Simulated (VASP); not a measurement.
# Li16Pt in VASP: notebook

The runs below take Li16Pt through single point, with LDA.

Everything below comes from runs of VASP 6.6.1. Logs are shortened: lines on timing, memory, paths and dates and some standing lists are left out, and cuts for length are marked.

## (1) The cell of the first run

The cell holds a slab with vacuum, 17 atoms: a = 6.980 Å, b = 6.980 Å, c = 18.235 Å, α = 90.00°, β = 90.00°, γ = 90.00°.

## (2) Single point, LDA

File INCAR:

```
PREC     = Accurate       # precision mode
ENCUT    = 520            # plane-wave cutoff, eV
EDIFF    = 1E-6           # SCF threshold, eV
ISMEAR   = -1             # smearing method
SIGMA    = 0.05           # smearing width, eV
LREAL    = Auto         
LASPH    = T              # aspherical terms in the spheres
NELM     = 80             # most SCF steps
ALGO     = Normal         # electronic algorithm
ISIF     = 2              # what is computed and relaxed
LWAVE    = F              # write WAVECAR
LCHARG   = F              # write CHGCAR
GGA      = CA             # functional
NBANDS   = 43             # bands
```

File KPOINTS:

```
regular mesh
0
Gamma
  3 3 1
```

File POSCAR:

```
Li16Pt
1.0
    6.9800000000      0.0000000000      0.0000000000
    0.0000000000      6.9800000000      0.0000000000
    0.0000000000      0.0000000000     18.2350000000
Li Pt
16 1
Direct
    0.2500000000      0.2500000000      0.0548395900
    0.7500000000      0.2500000000      0.0548395900
    0.2500000000      0.7500000000      0.0548395900
    0.7500000000      0.7500000000      0.0548395900
   -0.0028773933      0.0028646545      0.1462538838
    0.5031966629      0.0031966629      0.1460854090
   -0.0024504938      0.4975495062      0.1464558325
    0.5028646545      0.4971226067      0.1462538838
    0.2499132091      0.2503043431      0.2268765075
    0.7498589436      0.2498589436      0.2313635075
    0.2498708856      0.7498708856      0.2301418828
    0.7503043431      0.7499132091      0.2268765075
    0.0153885146     -0.0156316787      0.3241743687
    0.4844318664     -0.0155681336      0.3241837200
    0.0154791312      0.5154791312      0.3242172790
    0.4843683213      0.5153885146      0.3241743687
    0.2499577376      0.7499577376      0.3579762104
```

Potentials or basis: VASP PAW LDA potentials, release 64 (Li_sv, Pt).

On the command line:

```bash
$ cat potpaw_LDA.64/Li_sv/POTCAR potpaw_LDA.64/Pt/POTCAR > POTCAR
$ mpirun -np 1 vasp_std > vasp.out
```

OUTCAR:

```text
PREC = Accurate
   ENCUT = 520
   EDIFF = 1E-6
   ISMEAR = -1
   LREAL = Auto
   LASPH = T
   NELM = 80
   ISIF = 2
   GGA = CA

 ion  position               nearest neighbor table
   1  0.250  0.250  0.055-
   2  0.750  0.250  0.055-
   3  0.250  0.750  0.055-
   4  0.750  0.750  0.055-
   5  0.997  0.003  0.146-
   6  0.503  0.003  0.146-
   7  0.998  0.498  0.146-
   8  0.503  0.497  0.146-
   9  0.250  0.250  0.227-
  10  0.750  0.250  0.231-
  11  0.250  0.750  0.230-  17 2.33
  12  0.750  0.750  0.227-
  13  0.015  0.984  0.324-  17 2.40
  14  0.484  0.984  0.324-  17 2.40
  15  0.015  0.515  0.324-  17 2.40
  16  0.484  0.515  0.324-  17 2.40
  17  0.250  0.750  0.358-  11 2.33  15 2.40  14 2.40  13 2.40  16 2.40

  LATTYP: Found a simple tetragonal cell.
 ALAT       =     6.9800000000
 C/A-ratio  =     2.6124641834

  Lattice vectors:

 A1 = (   6.9800000000,   0.0000000000,   0.0000000000)
 A2 = (   0.0000000000,   6.9800000000,   0.0000000000)
 A3 = (   0.0000000000,   0.0000000000,  18.2350000000)

Analysis of symmetry for initial positions (statically):
=====================================================================
 Subroutine PRICEL returns:
 Original cell was already a primitive cell.

 Routine SETGRP: Setting up the symmetry group for a
 simple tetragonal supercell.

 Subroutine GETGRP returns: Found  2 space group operations
 (whereof  1 operations were pure point group operations)
 out of a pool of 16 trial point group operations.

The static configuration has the point symmetry C_1 .
 The point group associated with its full space group is C_1h.

Analysis of symmetry for dynamics (positions and initial velocities):
=====================================================================
 Subroutine PRICEL returns:
 Original cell was already a primitive cell.

 Routine SETGRP: Setting up the symmetry group for a
 simple tetragonal supercell.

 Subroutine GETGRP returns: Found  2 space group operations
 (whereof  1 operations were pure point group operations)
 out of a pool of 16 trial point group operations.

The dynamic configuration has the point symmetry C_1 .
 The point group associated with its full space group is C_1h.

 Subroutine INISYM returns: Found  2 space group operations
 (whereof  1 operations are pure point group operations),
[... 105 lines left out ...]
   EDIFF  = 0.1E-05   stopping-criterion for ELM
   LREAL  =      T    real-space projection
   EDIFFG = 0.1E-04   stopping-criterion for IOM
   NSW    =      0    number of steps for IOM
   IBRION =     -1    ionic relax: 0-MD 1-quasi-New 2-CG
   NFREE  =      0    steps in history (QN), initial steepest desc. (CG)
   ISIF   =      2    stress and relaxation
   ISYM   =      2    0-nonsym 1-usesym 2-fastsym
   POTIM  = 0.5000    time-step for ionic-motion
   TEBEG  =    0.0;   TEEND  =   0.0 temperature during run
   PSTRESS=    0.0 pullay stress
   NELECT =      58.0000    total number of electrons
   NUPDOWN=      -1.0000    fix difference up-down
   EMIN   =  10.00;   EMAX   =-10.00  energy-range for DOS
   EFERMI =   0.00;   METHOD = LEGACY
   ISMEAR =    -1;   SIGMA  =   0.05  broadening in eV -4-tet -1-fermi 0-gaus
   EFERMI_NEDOS =   21; number of points for ismear=-14 and -15
   IALGO  =     38    algorithm
   IMIX   =      4    mixing-type and parameters
     AMIX     =   0.40;   BMIX     =  1.00
     AMIX_MAG =   1.60;   BMIX_MAG =  1.00
  volume/ion in A,a.u.               =      52.26       352.67
  Fermi-wavevector in a.u.,A,eV,Ry     =   0.659192  1.245692  5.912196  0.434534
  Thomas-Fermi vector in A             =   1.731250
   LORBIT       =      0    0 simple, 1 ext, 2 COOP (PROOUT), +10 PAW based schemes
   GGA     = CA    functional components
   LHFCALC =     F    Hartree Fock is set to
   AEXX    =    0.0000 exact exchange contribution
   IVDW    =     0    specifies the selected vdW correction
   LEPSILON=     F    determine dielectric tensor
   LRPA    =     F    only Hartree local field effects (RPA)
 non-spin polarized calculation
  energy-cutoff  :      520.00
  volume of cell :      888.42
 maximum number of plane-waves:     23958
 NGX is ok and might be reduce to    54
   NGX = 25   NGY = 25   NGZ = 67

 number of electron      57.9999983 magnetization

 Free energy of the ion-electron system (eV)
  ---------------------------------------------------
  ext. energy  EPLUGINS =         0.00000000
  ---------------------------------------------------
  free energy    TOTEN  =       -37.31153466 eV

  energy without entropy =      -37.22378760  energy(sigma->0) =      -37.26766113

 E-fermi :  -1.5859     XC(G=0):  -3.7562

 val. band max:       -1.6045136965   @ k =   0.3333   0.0000   0.0000
 cond. band min:      -1.5286089970   @ k =   0.3333   0.0000   0.0000
 fundamental gap:      0.0759046995
 Fermi energy:        -1.5858840545

 k-point     1 :       0.0000    0.0000    0.0000
  band No.  band energies     occupation
      1     -48.0479      2.00000
      2     -48.0086      2.00000
      3     -47.9982      2.00000
      4     -47.9981      2.00000
      5     -47.3696      2.00000
      6     -47.3648      2.00000
[... 165 lines left out ...]
     40       1.0100      0.00000
     41       1.1891      0.00000
 [bands above 41 left out]

------------------------ aborting loop because EDIFF is reached ----------------------------------------

  FORCE on cell =-STRESS in cart. coord.  units (eV):
  Direction    XX          YY          ZZ          XY          YZ          ZX
  --------------------------------------------------------------------------------------
  -------------------------------------------------------------------------------------
  Total       -3.4204847     -3.4204847     -0.1363831      0.0021588      0.0028285      0.0028285
  in kB       -6.1685292     -6.1685292     -0.2459543      0.0038932      0.0051010      0.0051010
  external PRESSURE =      -4.1943376 kB  Pullay stress =       0.0000000 kB

 VOLUME and BASIS-vectors are now :
 -----------------------------------------------------------------------------
  energy-cutoff  :      520.00
  volume of cell :      888.42
      direct lattice vectors                 reciprocal lattice vectors
     6.980000000  0.000000000  0.000000000     0.143266476  0.000000000  0.000000000
     0.000000000  6.980000000  0.000000000     0.000000000  0.143266476  0.000000000
     0.000000000  0.000000000 18.235000000     0.000000000  0.000000000  0.054839594

 POSITION                                       TOTAL-FORCE (eV/Angst)
 -----------------------------------------------------------------------------------
      1.74500      1.74500      1.00000        -0.000546      0.001308     -0.035605
      5.23500      1.74500      1.00000         0.002915      0.002915     -0.003814
      1.74500      5.23500      1.00000         0.000620      0.000620      0.061241
      5.23500      5.23500      1.00000         0.001308     -0.000546     -0.035605
      6.95992      0.02000      2.66694        -0.000293      0.001664      0.003147
      3.51231      0.02231      2.66387        -0.004252     -0.004252      0.011291
[... 9 lines left out ...]
      3.38089      3.59741      5.91132         0.009777     -0.007461     -0.001945
      1.74471      5.23471      6.52770        -0.000230     -0.000230      0.051984
 -----------------------------------------------------------------------------------
    total drift:                               -0.002404     -0.002404      0.005465

  FREE ENERGIE OF THE ION-ELECTRON SYSTEM (eV)
  ---------------------------------------------------
  free  energy   TOTEN  =       -37.3115346598 eV

  energy  without entropy=      -37.2237875951  energy(sigma->0) =      -37.26766113
```

OSZICAR:

```text
N       E                     dE             d eps       ncg     rms          rms(c)
DAV:   1     0.338955046484E+03    0.33896E+03   -0.25814E+04   384   0.112E+03
DAV:   2     0.563536045992E+02   -0.28260E+03   -0.26365E+03   411   0.295E+02
DAV:   3    -0.131595551498E+02   -0.69513E+02   -0.67174E+02   607   0.883E+01
[... 15 lines left out ...]
DAV:  19    -0.373115085063E+02   -0.94505E-04   -0.12990E-05   376   0.758E-03    0.130E-03
DAV:  20    -0.373115302355E+02   -0.21729E-04   -0.37596E-06   304   0.384E-03    0.632E-04
DAV:  21    -0.373115333666E+02   -0.31311E-05   -0.65863E-07   360   0.232E-03    0.362E-04
DAV:  22    -0.373115344162E+02   -0.10496E-05   -0.22286E-07   312   0.140E-03    0.140E-04
DAV:  23    -0.373115346598E+02   -0.24360E-06   -0.59473E-08   280   0.930E-04
   1 F= -.37311535E+02 E0= -.37267661E+02  d E =-.877471E-01
```

stdout:

```text
POSCAR found type information on POSCAR LiPt
 POSCAR found :  2 types and      17 ions
 scaLAPACK will be used
 LDA part: xc-table for (Slater(with rela. corr.)+CA(PZ))
 , standard interpolation
 POSCAR, INCAR and KPOINTS ok, starting setup
 FFT: planning ... GRIDC
 FFT: planning ... GRID_SOFT
 FFT: planning ... GRID
 WAVECAR not read
 entering main loop
```

Run time: 4.7 min. Hardware: 1 thread of Intel Xeon Platinum 8488C (Sapphire Rapids), shared host; peak memory 0.55 GiB.

Results:

- Free energy: -37.3115 eV
- Largest force: 0.061 eV/Å
- Band gap on the k mesh: 0.08 eV, direct

Forces in eV/Å, atoms in the order of the input:
```
Li  -0.001  0.001 -0.036
Li   0.003  0.003 -0.004
Li   0.001  0.001  0.061
Li   0.001 -0.001 -0.036
Li   0.000  0.002  0.003
Li  -0.004 -0.004  0.011
Li  -0.006 -0.006 -0.003
Li   0.002  0.000  0.003
Li   0.001 -0.002 -0.001
Li   0.002  0.002 -0.020
Li   0.003  0.003 -0.022
Li  -0.002  0.001 -0.001
Li  -0.007  0.010 -0.002
Li   0.008  0.008 -0.003
Li  -0.010 -0.010 -0.001
Li   0.010 -0.007 -0.002
Pt   0.000  0.000  0.052
```

Levels at points of the mesh, in eV from the valence-band top:
```
           k point  band 27  band 28  band 29  band 30  band 31  band 32
(0.00, 0.00, 0.00)    -0.73    -0.70    -0.08     0.18     0.18     0.53
```

Caveat: the cutoff is under 1.25 times the usual one of these potentials, so pressure, stress and relaxed cells hold a basis-set (Pulay) error; spin-orbit coupling is left out, which moves the levels of the heavy elements.

## (3) Single point, LDA

File INCAR:

```
SYSTEM = Li16Pt
ALGO = Normal
EDIFF = 1E-6
ENCUT = 520
GGA = CA
ISIF = 2
ISMEAR = -1
LASPH = .True.
LCHARG = .True.
LELF = .True.
LREAL = Auto
LVHAR = .True.
LWAVE = .False.
NBANDS = 43
NELM = 80
PREC = Accurate
SIGMA = 0.05
```

File KPOINTS:

```
k-points
0
Gamma
  3 3 1
  0 0 0
```

File POSCAR:

```
Li16Pt
1.0
    6.9800000000      0.0000000000      0.0000000000
    0.0000000000      6.9800000000      0.0000000000
    0.0000000000      0.0000000000     18.2350000000
Li Pt
16 1
Direct
    0.2500000000      0.2500000000      0.0548396000
    0.7500000000      0.2500000000      0.0548396000
    0.2500000000      0.7500000000      0.0548396000
    0.7500000000      0.7500000000      0.0548396000
   -0.0028420619      0.0029227872      0.1463393552
    0.5030653200      0.0030222308      0.1462532078
   -0.0027637117      0.4972787633      0.1463881209
    0.5030194926      0.4971472734      0.1463160744
    0.2501392611      0.2500069182      0.2268910066
    0.7498275046      0.2498899165      0.2310601160
    0.2500915160      0.7501418818      0.2304460373
    0.7501481724      0.7500860073      0.2267377578
    0.0157569786     -0.0155885109      0.3243183457
    0.4844104074     -0.0154895979      0.3243249713
    0.0158248783      0.5157562289      0.3243439960
    0.4843182520      0.5157025951      0.3243162490
    0.2501582957      0.7501865944      0.3584667446
```

Potentials or basis: VASP PAW LDA potentials, release 64 (Li_sv, Pt).

On the command line:

```bash
$ cat potpaw_LDA.64/Li_sv/POTCAR potpaw_LDA.64/Pt/POTCAR > POTCAR
$ mpirun -np 1 vasp_std > vasp.out
```

Run time: 6.6 min. Hardware: 1 thread of Intel Xeon Platinum 8488C (Sapphire Rapids), shared host; peak memory 0.57 GiB.

It converged, with:

```yaml
Free_energy: -37.3118 eV
Largest_force: 0.063 eV/Å
Band_gap_on_the_k_mesh: 0.08 eV, direct
```

Forces in eV/Å, atoms in the order of the input:
```
Li   0.000  0.000 -0.035
Li   0.001  0.001 -0.004
Li   0.000  0.000  0.063
Li   0.001  0.000 -0.036
Li   0.001  0.000  0.000
Li  -0.004 -0.003  0.003
Li   0.000 -0.001 -0.001
Li  -0.003  0.000  0.002
Li   0.001  0.000 -0.001
Li   0.003  0.002  0.000
Li   0.002  0.001 -0.020
Li  -0.001  0.001  0.003
Li  -0.010  0.009 -0.003
Li   0.010  0.009 -0.003
Li  -0.010 -0.009 -0.004
Li   0.010 -0.008 -0.004
Pt  -0.001 -0.002  0.039
```

Levels at points of the mesh, in eV from the valence-band top:
| k point | band 25 | band 26 | band 27 | band 28 | band 29 | band 30 | band 31 | band 32 | band 33 | band 34 |
| --- | --- | --- | --- | --- | --- | --- | --- | --- | --- | --- |
| (0.00, 0.00, 0.00) | -0.84 | -0.73 | -0.73 | -0.70 | -0.08 | 0.18 | 0.18 | 0.53 | 0.53 | 0.78 |

Caveat: the cutoff is under 1.25 times the usual one of these potentials, so pressure, stress and relaxed cells hold a basis-set (Pulay) error; spin-orbit coupling is left out, which moves the levels of the heavy elements.
